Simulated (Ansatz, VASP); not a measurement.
**One calculation of Sc2Ta3O, two programs**

INCAR

```
SYSTEM = Sc2Ta3O
  PREC = Accurate
  ENCUT = 600
  EDIFF = 1E-6
  ISMEAR = 0
  SIGMA = 0.1
  LREAL = .False.
  LASPH = .True.
  NELM = 60
  ALGO = Fast
  ISIF = 3
  LWAVE = .False.
  LCHARG = .False.
  GGA = PE
  IBRION = 2
  NSW = 100
  EDIFFG = -0.01
```

The input KPOINTS:

```
Automatic mesh
0
Gamma
  12 12 8
  0 0 0
```

POSCAR

```
Sc2Ta3O
1.0
    5.2471455837      0.0000000000      0.0000000000
   -2.6235727918      4.5441613728      0.0000000000
    0.0000000000      0.0000000000      5.4262218862
Sc Ta O
2 3 1
Direct
    0.6666666667      0.3333333333      0.0000000000
    0.3333333333      0.6666666667      0.0000000000
    0.5000000000      0.5000000000      0.5000000000
    0.5000000000      0.0000000000      0.5000000000
    0.0000000000      0.5000000000      0.5000000000
    0.0000000000      0.0000000000      0.0000000000
```

Input for Ansatz:

```yaml
crystal:
  lattice:
    - [5.2471455837, 0.0, 0.0]
    - [-2.6235727918, 4.5441613728, 0.0]
    - [0.0, 0.0, 5.4262218862]
  atoms:
    - { symbol: Sc, position: [0.6666666667, 0.3333333333, 0.0] }
    - { symbol: Sc, position: [0.3333333333, 0.6666666667, 0.0] }
    - { symbol: Ta, position: [0.5, 0.5, 0.5] }
    - { symbol: Ta, position: [0.5, 0.0, 0.5] }
    - { symbol: Ta, position: [0.0, 0.5, 0.5] }
    - { symbol: O, position: [0.0, 0.0, 0.0] }
basis:
  ecutwfc: 420
kpoints:
  mp_grid: { grid: [12, 12, 8] }
hamiltonian:
  xc: pbe
scf:
  occupations: { method: gaussian, width: 0.1 }
output:
  forces: true
  stress: true
  eigenvalues: true
relax:
  adjacent_minimum: "off"
  f_tol: 0.01
  max_steps: 80
  cell: { stress_tol: 0.05 }
```

Change from the starting cell: species swapped into the LaNi2Rh3 type (P6/mmm, No. 191).

Alike in both runs: task relaxation of cell and atoms; functional PBE; k mesh 12 × 12 × 8; occupations gaussian, width 0.1 eV; no spin polarisation.

|  | VASP | Ansatz |
| --- | --- | --- |
| version | VASP 6.6.1 | Ansatz 0.2.0 |
| potentials or method | VASP PAW PBE potentials, release 64 (Sc_sv, Ta_pv, O), cutoff 600 eV | scalar-relativistic, plane waves, PAW |
| valence electrons in the cell | 61 | 67 |

Ansatz gave:

- gap on the k mesh at the Fermi level, each at its own relaxed structure (eV): none
- relaxed volume (Å³/atom): 21.62
- relaxed length of the cell vector where the two differ most in proportion (Å): 5.252

**Question.** What did VASP give for the same quantities?

**Answer.** gap on the k mesh at the Fermi level, each at its own relaxed structure (eV): none; relaxed volume (Å³/atom): 21.65; relaxed length of the cell vector where the two differ most in proportion (Å): 5.255.

A gap of «none» marks a metal or a gap that the smearing closes. VASP's potentials hold 61 valence electrons a cell and Ansatz's 67, so a difference there can come from the potentials and not from the codes.

Spin-orbit coupling is off throughout.
